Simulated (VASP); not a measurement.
# Sr (Im-3m) in VASP: a series of runs

Sr is run at these levels: PBE0, PBE, PBEsol; tasks: single point.

All numbers are computed with VASP 6.6.1; they aren't measurements. Logs are shortened: lines on timing, memory, paths and dates and some standing lists are left out, and cuts for length are marked.

## 1. The cell of the first run

Symmetry: Im-3m, No. 229, cubic system. Conventional cell: a = 4.870 Å, b = 4.870 Å, c = 4.870 Å, α = 90.00°, β = 90.00°, γ = 90.00°. Within 5.5 Å of Sr (site symmetry m-3m) lie 14 Sr at 4.22 to 4.87 Å.

## 2. Single point, PBE0

The input, POSCAR:

```
Sr
1.0
   -2.4350000000      2.4350000000      2.4350000000
    2.4350000000     -2.4350000000      2.4350000000
    2.4350000000      2.4350000000     -2.4350000000
Sr
1
Direct
    0.0000000000      0.0000000000      0.0000000000
```

The input, INCAR.step1:

```
SYSTEM = Sr
PREC = Accurate ; ENCUT = 520
EDIFF = 1E-5 ; ISMEAR = -1
SIGMA = 0.1 ; LREAL = .False.
LASPH = .True. ; NELM = 100
ALGO = Normal ; ISIF = 2
LWAVE = .True. ; GGA = PE
NBANDS = 11
```

The input, INCAR.step2:

```
SYSTEM = Sr
PREC = Accurate ; ENCUT = 520
EDIFF = 1E-7 ; ISMEAR = -1
SIGMA = 0.1 ; LREAL = .False.
LASPH = .True. ; NELM = 100
ALGO = Normal ; ISIF = 2
LWAVE = .False. ; LCHARG = .True.
GGA = PE ; LHFCALC = .True.
AEXX = 0.25 ; PRECFOCK = Normal
LELF = .True. ; LVHAR = .True.
ISTART = 1 ; NBANDS = 11
```

The input, KPOINTS:

```
Automatic mesh
0
Gamma
  4 4 4
  0 0 0
```

Potentials or basis: VASP PAW PBE potentials, release 64 (Sr_sv).

The run is started by

```
$ cat potpaw_PBE.64/Sr_sv/POTCAR > POTCAR
$ cp INCAR.step1 INCAR
$ mpirun -np 1 vasp_std > vasp.out
$ cp INCAR.step2 INCAR
$ mpirun -np 1 vasp_std > vasp.out
```

OUTCAR:

```text
SYSTEM = Sr
   PREC = Accurate
   ENCUT = 520
   EDIFF = 1E-7
   ISMEAR = -1
   LREAL = .False.
   LASPH = .True.
   NELM = 100
   ISIF = 2
   GGA = PE
   LHFCALC = .True.
   AEXX = 0.25
   PRECFOCK = Normal
   ISTART = 1

 ion  position               nearest neighbor table
   1  0.000  0.000  0.000-

  LATTYP: Found a body centered cubic cell.
 ALAT       =     4.8700000000

  Lattice vectors:

 A1 = (  -2.4350000000,   2.4350000000,   2.4350000000)
 A2 = (   2.4350000000,  -2.4350000000,   2.4350000000)
 A3 = (   2.4350000000,   2.4350000000,  -2.4350000000)

Analysis of symmetry for initial positions (statically):
=====================================================================
 Subroutine PRICEL returns:
 Original cell was already a primitive cell.

 Routine SETGRP: Setting up the symmetry group for a
 body centered cubic supercell.

 Subroutine GETGRP returns: Found 48 space group operations
 (whereof 48 operations were pure point group operations)
 out of a pool of 48 trial point group operations.

The static configuration has the point symmetry O_h .

Analysis of symmetry for dynamics (positions and initial velocities):
=====================================================================
 Subroutine PRICEL returns:
 Original cell was already a primitive cell.

 Routine SETGRP: Setting up the symmetry group for a
 body centered cubic supercell.

 Subroutine GETGRP returns: Found 48 space group operations
 (whereof 48 operations were pure point group operations)
 out of a pool of 48 trial point group operations.

The dynamic configuration has the point symmetry O_h .

 Subroutine INISYM returns: Found 48 space group operations
 (whereof 48 operations are pure point group operations),
 and found     1 'primitive' translations

----------------------------------------------------------------------------------------

                                     Primitive cell

  volume of cell :      57.7507

  direct lattice vectors                    reciprocal lattice vectors
    -2.435000000  2.435000000  2.435000000     0.000000000  0.205338809  0.205338809
     2.435000000 -2.435000000  2.435000000     0.205338809  0.000000000  0.205338809
     2.435000000  2.435000000 -2.435000000     0.205338809  0.205338809  0.000000000

  length of vectors
     4.217543716  4.217543716  4.217543716     0.290392929  0.290392929  0.290392929

  position of ions in fractional coordinates (direct lattice)
     0.000000000  0.000000000  0.000000000

  ion indices of the primitive-cell ions
   primitive index   ion index
                 1           1

----------------------------------------------------------------------------------------

 KPOINTS: Automatic mesh

Automatic generation of k-mesh.
 Grid dimensions read from file:
 generate k-points for:    4    4    4

 Generating k-lattice:

  Cartesian coordinates                     Fractional coordinates (reciprocal lattice)
     0.000000000  0.051334702  0.051334702     0.250000000  0.000000000  0.000000000
     0.051334702  0.000000000  0.051334702     0.000000000  0.250000000  0.000000000
     0.051334702  0.051334702  0.000000000     0.000000000  0.000000000  0.250000000

  Length of vectors
     0.072598232  0.072598232  0.072598232

  Shift w.r.t. Gamma in fractional coordinates (k-lattice)
     0.000000000  0.000000000  0.000000000

 Subroutine IBZKPT returns following result:
 ===========================================

 Found      8 irreducible k-points:

 Following reciprocal coordinates:
            Coordinates               Weight
  0.000000  0.000000  0.000000      1.000000
  0.250000  0.000000  0.000000     12.000000
  0.500000  0.000000  0.000000      6.000000
  0.250000  0.250000  0.000000     24.000000
  0.250000  0.250000  0.250000      2.000000
 -0.250000  0.250000  0.250000      6.000000
  0.500000  0.500000  0.250000     12.000000
  0.500000  0.500000  0.500000      1.000000
   k-points           NKPTS =      8   k-points in BZ     NKDIM =     64   number of bands    NBANDS=     11
   number of dos      NEDOS =    301   number of ions     NIONS =      1
   total plane-waves  NPLWV =  32768
   dimension x,y,z NGX =    32 NGY =   32 NGZ =   32
   dimension x,y,z NGXF=    64 NGYF=   64 NGZF=   64
   ions per type =               1
   NGX,Y,Z   is equivalent  to a cutoff of  12.61, 12.61, 12.61 a.u.
   NGXF,Y,Z  is equivalent  to a cutoff of  25.23, 25.23, 25.23 a.u.
 SYSTEM =  Sr
   PREC   = accura    normal or accurate (medium, high low for compatibility)
   ISTART =      1    job   : 0-new  1-cont  2-samecut
   ICHARG =      0    charge: 1-file 2-atom 10-const
   ISPIN  =      1    spin polarized calculation?
   LNONCOLLINEAR =      F non collinear calculations
   LSORBIT =      F    spin-orbit coupling
   LASPH  =      T    aspherical Exc in radial PAW
   ENCUT  =  520.0 eV  38.22 Ry    6.18 a.u.   7.84  7.84  7.84*2*pi/ulx,y,z
   NELM   =    100;   NELMIN=  2; NELMDL=  0     # of ELM steps
   EDIFF  = 0.1E-06   stopping-criterion for ELM
   LREAL  =      F    real-space projection
   EDIFFG = 0.1E-05   stopping-criterion for IOM
   NSW    =      0    number of steps for IOM
   IBRION =     -1    ionic relax: 0-MD 1-quasi-New 2-CG
   NFREE  =      0    steps in history (QN), initial steepest desc. (CG)
   ISIF   =      2    stress and relaxation
   ISYM   =      3    0-nonsym 1-usesym 2-fastsym
   POTIM  = 0.5000    time-step for ionic-motion
   TEBEG  =    0.0;   TEEND  =   0.0 temperature during run
   PSTRESS=    0.0 pullay stress
   NELECT =      10.0000    total number of electrons
   NUPDOWN=      -1.0000    fix difference up-down
   EMIN   =  10.00;   EMAX   =-10.00  energy-range for DOS
   EFERMI =   0.00;   METHOD = LEGACY
   ISMEAR =    -1;   SIGMA  =   0.10  broadening in eV -4-tet -1-fermi 0-gaus
   EFERMI_NEDOS =   21; number of points for ismear=-14 and -15
   IALGO  =     38    algorithm
   IMIX   =      1    mixing-type and parameters
     AMIX     =   0.40;   BMIX     =  1.00
     AMIX_MAG =   1.60;   BMIX_MAG =  1.00
  volume/ion in A,a.u.               =      57.75       389.72
  Fermi-wavevector in a.u.,A,eV,Ry     =   0.912478  1.724334 11.328437  0.832617
  Thomas-Fermi vector in A             =   2.036879
   LORBIT       =      0    0 simple, 1 ext, 2 COOP (PROOUT), +10 PAW based schemes
   GGA     = PE    functional components
   LHFCALC =     T    Hartree Fock is set to
   PRECFOCK=normal    Normal, Fast or Accurate (Low or Medium for compatibility)
   ENCUT4O =  -1.0   cutoff for four orbital integrals eV
   NKREDX  =     1    reduce k-point grid by
   NKREDY  =     1    reduce k-point grid by
   NKREDZ  =     1    reduce k-point grid by
   AEXX    =    0.2500 exact exchange contribution
   HFSCREEN=    0.0000 screening length (either q_TF or 0.3 A-1)
   HFSCREENC=   0.0000 screening length for correlation (either q_TF or 0.3 A-1)
   ENCUTFOCK=  -1.0 apply spherical cutoff to Coloumb kernel
   IVDW    =     0    specifies the selected vdW correction
   LEPSILON=     F    determine dielectric tensor
   LRPA    =     F    only Hartree local field effects (RPA)
 non-spin polarized calculation
  energy-cutoff  :      520.00
  volume of cell :       57.75
 maximum number of plane-waves:      1568
  NGX = 24; NGY = 24; NGZ = 24

 number of electron      10.0000000 magnetization

 Free energy of the ion-electron system (eV)
  ---------------------------------------------------
  ext. energy  EPLUGINS =         0.00000000
  ---------------------------------------------------
  free energy    TOTEN  =        -1.59660671 eV

  energy without entropy =       -1.56769319  energy(sigma->0) =       -1.58214995

 E-fermi :   1.5322     XC(G=0):  -5.7182

 val. band max:        1.0953781926   @ k =   0.5000   0.5000   0.2500
 cond. band min:       1.6678234143   @ k =   0.5000   0.5000   0.2500
 fundamental gap:      0.5724452218
 Fermi energy:         1.5322480514

 k-point     1 :       0.0000    0.0000    0.0000
  band No.  band energies     occupation
      1     -38.6539      2.00000
      2     -19.2369      2.00000
      3     -19.2369      2.00000
      4     -19.2369      2.00000
      5      -3.2181      2.00000
      6       4.7620      0.00000
      7       4.7620      0.00000
      8       4.7620      0.00000
      9       6.0817      0.00000
     10       6.0817      0.00000
     11      10.1979      0.00000

 k-point     2 :       0.2500    0.0000    0.0000
  band No.  band energies     occupation
      1     -38.6473      2.00000
      2     -19.3308      2.00000
      3     -19.2663      2.00000
      4     -19.2374      2.00000
      5      -2.0740      2.00000
      6       3.6383      0.00000
      7       4.0487      0.00000
      8       5.7465      0.00000
      9       5.8315      0.00000
     10       6.1177      0.00000
     11      10.0273      0.00000

 k-point     3 :       0.5000    0.0000    0.0000
  band No.  band energies     occupation
      1     -38.6407      2.00000
      2     -19.4196      2.00000
      3     -19.2956      2.00000
      4     -19.2382      2.00000
      5       0.1006      2.00000
      6       1.7547      0.19506
      7       3.5310      0.00000
      8       5.8425      0.00000
      9       6.6071      0.00000
     10       7.8739      0.00000
     11       8.2406      0.00000

 k-point     4 :       0.2500    0.2500    0.0000
  band No.  band energies     occupation
      1     -38.6407      2.00000
      2     -19.3865      2.00000
      3     -19.3123      2.00000
      4     -19.2562      2.00000
      5      -0.1116      2.00000
      6       2.5641      0.00007
      7       3.1195      0.00000
      8       5.8788      0.00000
      9       6.2220      0.00000
     10       7.0548      0.00000
     11       8.0396      0.00000

 k-point     5 :       0.2500    0.2500    0.2500
  band No.  band energies     occupation
      1     -38.6400      2.00000
      2     -19.3266      2.00000
      3     -19.3266      2.00000
      4     -19.3266      2.00000
      5       2.2660      0.00130
      6       2.2660      0.00130
      7       2.2660      0.00130
      8       4.8066      0.00000
      9       6.7006      0.00000
     10       6.7006      0.00000
     11       8.9745      0.00000

 k-point     6 :      -0.2500    0.2500    0.2500
  band No.  band energies     occupation
      1     -38.6415      2.00000
      2     -19.3349      2.00000
      3     -19.2980      2.00000
      4     -19.2980      2.00000
      5      -1.0324      2.00000
      6       3.3901      0.00000
      7       4.3807      0.00000
      8       4.3807      0.00000
      9       5.8613      0.00000
     10       6.1878      0.00000
     11       9.1226      0.00000

 k-point     7 :       0.5000    0.5000    0.2500
  band No.  band energies     occupation
      1     -38.6358      2.00000
      2     -19.3920      2.00000
      3     -19.3293      2.00000
      4     -19.3020      2.00000
      5       1.0954      1.97498
      6       1.6678      0.40986
      7       4.1177      0.00000
      8       4.2804      0.00000
      9       6.1747      0.00000
     10       7.6574      0.00000
     11       7.9638      0.00000

 k-point     8 :       0.5000    0.5000    0.5000
  band No.  band energies     occupation
      1     -38.6309      2.00000
      2     -19.3625      2.00000
      3     -19.3625      2.00000
      4     -19.3625      2.00000
      5       1.8256      0.10108
      6       1.8256      0.10108
      7       5.5026      0.00000
      8       5.5026      0.00000
      9       5.5026      0.00000
     10       7.4589      0.00000
     11       7.4589      0.00000

------------------------ aborting loop because EDIFF is reached ----------------------------------------

  FORCE on cell =-STRESS in cart. coord.  units (eV):
  Direction    XX          YY          ZZ          XY          YZ          ZX
  --------------------------------------------------------------------------------------
  -------------------------------------------------------------------------------------
  Total       -0.1476176     -0.1476176     -0.1476176     -0.0000000     -0.0000000      0.0000000
  in kB       -4.0953580     -4.0953580     -4.0953580     -0.0000000     -0.0000000      0.0000000
  external PRESSURE =      -4.0953580 kB  Pullay stress =       0.0000000 kB

 VOLUME and BASIS-vectors are now :
 -----------------------------------------------------------------------------
  energy-cutoff  :      520.00
  volume of cell :       57.75
      direct lattice vectors                 reciprocal lattice vectors
    -2.435000000  2.435000000  2.435000000     0.000000000  0.205338809  0.205338809
     2.435000000 -2.435000000  2.435000000     0.205338809  0.000000000  0.205338809
     2.435000000  2.435000000 -2.435000000     0.205338809  0.205338809  0.000000000

 POSITION                                       TOTAL-FORCE (eV/Angst)
 -----------------------------------------------------------------------------------
      0.00000      0.00000      0.00000        -0.000000     -0.000000     -0.000000
 -----------------------------------------------------------------------------------
    total drift:                               -0.000000     -0.000000     -0.000000

  FREE ENERGIE OF THE ION-ELECTRON SYSTEM (eV)
  ---------------------------------------------------
  free  energy   TOTEN  =        -1.5966067136 eV

  energy  without entropy=       -1.5676931866  energy(sigma->0) =       -1.58214995
```

Run time: 3.7 min. Hardware: 1 thread of Intel Xeon Platinum 8259CL at 2.50GHz (Skylake/Cascade Lake), shared host; peak memory 0.17 GiB.

Results:

```yaml
Free_energy: -1.5966 eV
Pressure: -0.4 GPa
Band_gap_on_the_k_mesh: zero (band 5 reaches 2.27 eV, above the bottom of band 6 at 1.67 eV)
```

Caveat: the k points lie up to 0.46 Å⁻¹ apart; the PAW data sets were made with another functional, which shifts forces and pressure a little.

## 3. Single point, PBE (volume scaled by 1.02)

The input, INCAR:

```
SYSTEM = Sr
PREC = Accurate
ENCUT = 520
EDIFF = 1E-7
ISMEAR = -1
SIGMA = 0.05
LREAL = .False.
LASPH = .True.
NELM = 80
ALGO = Normal
ISIF = 2
LWAVE = .False.
LCHARG = .False.
GGA = PE
NBANDS = 11
```

The input, KPOINTS:

```
Automatic mesh
0
Gamma
  8 8 8
  0 0 0
```

The input, POSCAR:

```
Sr
1.0
   -2.4511262978      2.4511262978      2.4511262978
    2.4511262978     -2.4511262978      2.4511262978
    2.4511262978      2.4511262978     -2.4511262978
Sr
1
Direct
    0.0000000000      0.0000000000      0.0000000000
```

Potentials or basis: VASP PAW PBE potentials, release 64 (Sr_sv).

The run is started by

```
$ cat potpaw_PBE.64/Sr_sv/POTCAR > POTCAR
$ mpirun -np 1 vasp_std > vasp.out
```

It took 6.2 s on 1 thread of Intel Xeon 6975P-C (Granite Rapids), shared host; peak memory 0.17 GiB.

Results (log left out):

* Free energy: -1.6238 eV
* Pressure: -0.9 GPa
* Band gap on the k mesh: zero (band 5 reaches 1.69 eV, above the bottom of band 6 at 1.31 eV)

Levels at points of the mesh, in eV from the Fermi level:
```tsv
k point	band 3	band 4	band 5	band 6	band 7	band 8
(0.00, 0.00, 0.00)	-18.65	-18.65	-3.54	2.29	2.29	2.29
(0.50, 0.00, 0.00)	-18.71	-18.65	-0.97	0.13	1.21	3.32
(0.50, 0.50, 0.50)	-18.77	-18.77	-0.05	-0.05	3.35	3.35
```

(Part 1 of 2 ends here.)
